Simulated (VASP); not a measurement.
# TiC8 in VASP: further runs

TiC8 is run at these levels: PBE+D3(BJ); tasks: single point, relaxation of cell and atoms.

All numbers are computed with VASP 6.6.1; they aren't measurements. Logs are shortened: lines on timing, memory, paths and dates and some standing lists are left out, and cuts for length are marked.

## Step 1: The cell of the first run

The structure is hexagonal, space group P6/mmm (No. 191). The conventional cell has a = 5.001 Å, b = 5.001 Å, c = 3.638 Å, α = 90.00°, β = 90.00°, γ = 120.00°. Within 3.1 Å of Ti (site symmetry 6/mmm) lie 12 C at 2.33 Å. Within 1.9 Å of C (site symmetry -6m2) lie 3 C at 1.43 Å. C (site symmetry mm2) has 3 C at 1.43 to 1.46 Å within 1.9 Å.

## Step 2: Single point, PBE+D3(BJ)

INCAR

```
SYSTEM = TiC8
PREC = Accurate
ENCUT = 520
EDIFF = 1E-6
ISMEAR = 0
SIGMA = 0.2
LREAL = .FALSE.
LASPH = .TRUE.
NELM = 60
ALGO = Normal
ISIF = 2
LWAVE = .FALSE.
LCHARG = .TRUE.
GGA = PE
IVDW = 12
LELF = .TRUE.
LVHAR = .TRUE.
NBANDS = 32
```

KPOINTS

```
Automatic mesh
0
G
  6 6 6
  0 0 0
```

POSCAR

```
TiC8
1.0
    0.0000000000      0.0000000000      3.6382320770
    5.0010365570      0.0000000000      0.0000000000
   -2.5005182785      4.3310247036      0.0000000000
Ti C
1 8
Direct
    0.5000000000      1.0000000000      0.0000000000
    0.0000000000      0.3333333333      0.6666666667
    0.0000000000      0.3366192696      0.1683096348
    0.0000000000      0.8316903652      0.6633807304
    0.0000000000      0.8316903652      0.1683096348
    0.0000000000      0.1683096348      0.8316903652
    0.0000000000      0.1683096348      0.3366192696
    0.0000000000      0.6633807304      0.8316903652
    0.0000000000      0.6666666667      0.3333333333
```

Potentials or basis: VASP PAW PBE potentials, release 64 (Ti_sv, C).

The run is started by

```console
$ cat potpaw_PBE.64/Ti_sv/POTCAR potpaw_PBE.64/C/POTCAR > POTCAR
$ mpirun -np 1 vasp_std > vasp.out
```

OUTCAR:

```text
SYSTEM = TiC8
   PREC = Accurate
   ENCUT = 520
   EDIFF = 1E-6
   ISMEAR = 0
   LREAL = .FALSE.
   LASPH = .TRUE.
   NELM = 60
   ISIF = 2
   GGA = PE
   IVDW = 12
 IVDW          = 12

 ion  position               nearest neighbor table
   1  0.500  0.000  0.000-   4 2.33   7 2.33   4 2.33   7 2.33   3 2.33   3 2.33   8 2.33   8 2.33
                             5 2.33   6 2.33   5 2.33   6 2.33
   2  0.000  0.333  0.667-   6 1.43   7 1.43   8 1.43
   3  0.000  0.337  0.168-   9 1.43   6 1.46   7 1.46   1 2.33   1 2.33
   4  0.000  0.832  0.663-   9 1.43   8 1.46   6 1.46   1 2.33   1 2.33
   5  0.000  0.832  0.168-   9 1.43   8 1.46   7 1.46   1 2.33   1 2.33
   6  0.000  0.168  0.832-   2 1.43   3 1.46   4 1.46   1 2.33   1 2.33
   7  0.000  0.168  0.337-   2 1.43   3 1.46   5 1.46   1 2.33   1 2.33
   8  0.000  0.663  0.832-   2 1.43   5 1.46   4 1.46   1 2.33   1 2.33
   9  0.000  0.667  0.333-   5 1.43   4 1.43   3 1.43

  LATTYP: Found a hexagonal cell.
 ALAT       =     5.0010365570
 C/A-ratio  =     0.7274955973

  Lattice vectors:

 A1 = (   5.0010365570,   0.0000000000,   0.0000000000)
 A2 = (  -2.5005182785,   4.3310247036,   0.0000000000)
 A3 = (   0.0000000000,   0.0000000000,   3.6382320770)

Analysis of symmetry for initial positions (statically):
=====================================================================
 Subroutine PRICEL returns:
 Original cell was already a primitive cell.

 Routine SETGRP: Setting up the symmetry group for a
 hexagonal supercell.

 Subroutine GETGRP returns: Found 24 space group operations
 (whereof 24 operations were pure point group operations)
 out of a pool of 24 trial point group operations.

The static configuration has the point symmetry D_6h.

Analysis of symmetry for dynamics (positions and initial velocities):
=====================================================================
 Subroutine PRICEL returns:
 Original cell was already a primitive cell.

 Routine SETGRP: Setting up the symmetry group for a
 hexagonal supercell.

 Subroutine GETGRP returns: Found 24 space group operations
 (whereof 24 operations were pure point group operations)
 out of a pool of 24 trial point group operations.

The dynamic configuration has the point symmetry D_6h.

 Subroutine INISYM returns: Found 24 space group operations
 (whereof 24 operations are pure point group operations),
[... 115 lines left out ...]
   NFREE  =      0    steps in history (QN), initial steepest desc. (CG)
   ISIF   =      2    stress and relaxation
   ISYM   =      2    0-nonsym 1-usesym 2-fastsym
   POTIM  = 0.5000    time-step for ionic-motion
   TEBEG  =    0.0;   TEEND  =   0.0 temperature during run
   PSTRESS=    0.0 pullay stress
   NELECT =      44.0000    total number of electrons
   NUPDOWN=      -1.0000    fix difference up-down
   EMIN   =  10.00;   EMAX   =-10.00  energy-range for DOS
   EFERMI =   0.00;   METHOD = LEGACY
   ISMEAR =     0;   SIGMA  =   0.20  broadening in eV -4-tet -1-fermi 0-gaus
   EFERMI_NEDOS =   21; number of points for ismear=-14 and -15
   IALGO  =     38    algorithm
   IMIX   =      4    mixing-type and parameters
     AMIX     =   0.40;   BMIX     =  1.00
     AMIX_MAG =   1.60;   BMIX_MAG =  1.00
  volume/ion in A,a.u.               =       8.76        59.09
  Fermi-wavevector in a.u.,A,eV,Ry     =   1.348069  2.547480 24.725721  1.817289
  Thomas-Fermi vector in A             =   2.475768
   LORBIT       =      0    0 simple, 1 ext, 2 COOP (PROOUT), +10 PAW based schemes
   GGA     = PE    functional components
   LHFCALC =     F    Hartree Fock is set to
   AEXX    =    0.0000 exact exchange contribution
   IVDW    =    12    specifies the selected vdW correction
   LEPSILON=     F    determine dielectric tensor
   LRPA    =     F    only Hartree local field effects (RPA)
 non-spin polarized calculation
 Gauss-broadening in eV      SIGMA  =   0.20
  energy-cutoff  :      520.00
  volume of cell :       78.80
 maximum number of plane-waves:      2161
 NGX is ok and might be reduce to    28
   NGX = 13   NGY = 19   NGZ = 19

 number of electron      44.0000003 magnetization

 Free energy of the ion-electron system (eV)
  ---------------------------------------------------
  ext. energy  EPLUGINS =         0.00000000
  ---------------------------------------------------
  free energy    TOTEN  =       -80.13918083 eV

  energy without entropy =      -80.07183858  energy(sigma->0) =      -80.10550970

 E-fermi :   7.7149     XC(G=0): -11.1073

 val. band max:        7.7133311103   @ k =   0.1667   0.5000   0.0000
 cond. band min:       7.7246553643   @ k =   0.3333   0.5000   0.0000
 fundamental gap:      0.0113242541
 Fermi energy:         7.7148554106

 k-point     1 :       0.0000    0.0000    0.0000
  band No.  band energies     occupation
      1     -49.7967      2.00000
      2     -26.2302      2.00000
      3     -26.1303      2.00000
      4     -26.1303      2.00000
      5     -13.2869      2.00000
      6      -8.1745      2.00000
[... 829 lines left out ...]
     31      14.9041      0.00000
     32      15.4918      0.00000

 [... further k-points ...]

------------------------ aborting loop because EDIFF is reached ----------------------------------------

 Edisp (eV)   -1.72091

 E8    (eV) :    -0.5821

  FORCE on cell =-STRESS in cart. coord.  units (eV):
  Direction    XX          YY          ZZ          XY          YZ          ZX
  --------------------------------------------------------------------------------------
  -------------------------------------------------------------------------------------
  Total       0.35586     0.35586     0.06355     0.00000     0.00000     0.00000
  in kB       7.23514     7.23514     1.29209     0.00000     0.00000     0.00000
  external pressure =        5.25 kB  Pullay stress =        0.00 kB

 VOLUME and BASIS-vectors are now :
 -----------------------------------------------------------------------------
  energy-cutoff  :      520.00
  volume of cell :       78.80
      direct lattice vectors                 reciprocal lattice vectors
     0.000000000  0.000000000  3.638232077     0.000000000  0.000000000  0.274858772
     5.001036557  0.000000000  0.000000000     0.199958546  0.115446121  0.000000000
    -2.500518278  4.331024704  0.000000000     0.000000000  0.230892241  0.000000000

 POSITION                                       TOTAL-FORCE (eV/Angst)
 -----------------------------------------------------------------------------------
      0.00000      0.00000      1.81912        -0.000000     -0.000000      0.000000
     -0.00000      2.88735      0.00000        -0.000000     -0.000000      0.000000
      1.26258      0.72895      0.00000         0.001383      0.000799     -0.000000
      2.50052      2.87312      0.00000        -0.000000     -0.001597      0.000000
      3.73845      0.72895      0.00000        -0.001383      0.000799      0.000000
     -1.23793      3.60207      0.00000         0.001383     -0.000799      0.000000
      0.00000      1.45791      0.00000        -0.000000      0.001597     -0.000000
      1.23793      3.60207      0.00000        -0.001383     -0.000799     -0.000000
      2.50052      1.44367      0.00000        -0.000000      0.000000      0.000000
 -----------------------------------------------------------------------------------
    total drift:                                0.000000     -0.000000      0.000000

  FREE ENERGIE OF THE ION-ELECTRON SYSTEM (eV)
  ---------------------------------------------------
  free  energy   TOTEN  =       -81.8600950862 eV

  energy  without entropy=      -81.7927528377  energy(sigma->0) =      -81.82642396
```

OSZICAR:

```text
N       E                     dE             d eps       ncg     rms          rms(c)
DAV:   1     0.387286802501E+03    0.38729E+03   -0.21853E+04  1792   0.143E+03
DAV:   2    -0.440265989780E+02   -0.43131E+03   -0.40623E+03  2008   0.397E+02
DAV:   3    -0.877784811881E+02   -0.43752E+02   -0.42642E+02  2760   0.120E+02
DAV:   4    -0.900461180218E+02   -0.22676E+01   -0.22600E+01  2568   0.242E+01
DAV:   5    -0.901541376150E+02   -0.10802E+00   -0.10798E+00  2584   0.409E+00    0.191E+01
DAV:   6    -0.838965383572E+02    0.62576E+01   -0.59174E+01  2448   0.443E+01    0.166E+01
DAV:   7    -0.808103211608E+02    0.30862E+01   -0.25607E+01  2328   0.368E+01    0.809E+00
DAV:   8    -0.801882677013E+02    0.62205E+00   -0.37451E+00  2368   0.109E+01    0.314E+00
DAV:   9    -0.801461265773E+02    0.42141E-01   -0.64161E-01  2384   0.551E+00    0.115E+00
DAV:  10    -0.801414408948E+02    0.46857E-02   -0.31306E-02  2312   0.114E+00    0.429E-01
DAV:  11    -0.801390161054E+02    0.24248E-02   -0.11647E-02  2680   0.734E-01    0.158E-01
DAV:  12    -0.801391703594E+02   -0.15425E-03   -0.12097E-03  2176   0.228E-01    0.308E-02
DAV:  13    -0.801391738980E+02   -0.35386E-05   -0.47863E-05  2456   0.403E-02    0.164E-02
DAV:  14    -0.801391811523E+02   -0.72543E-05   -0.92968E-06  2208   0.173E-02    0.420E-03
DAV:  15    -0.801391808260E+02    0.32630E-06   -0.48919E-07  1544   0.430E-03
   1 F= -.81860095E+02 E0= -.81826424E+02  d E =-.673422E-01
```

Wall time 60 s (1 thread of AMD EPYC 9R45 (Zen 5), shared host); peak memory 0.2 GiB.

What came out:

```yaml
Free_energy: -81.8601 eV
Pressure: 0.5 GPa
Band_gap_on_the_k_mesh: zero (band 22 reaches 8.10 eV, above the bottom of band 23 at 6.38 eV)
Dispersion_energy_per_atom: -0.191 eV
```

Stress tensor (GPa, compression positive):
```
0.72 0.00 0.00
0.00 0.72 0.00
0.00 0.00 0.13
```

Caveat: pairwise dispersion overbinds metals, which lowers pressure and volume.

(Continued in part 2 of 2.)
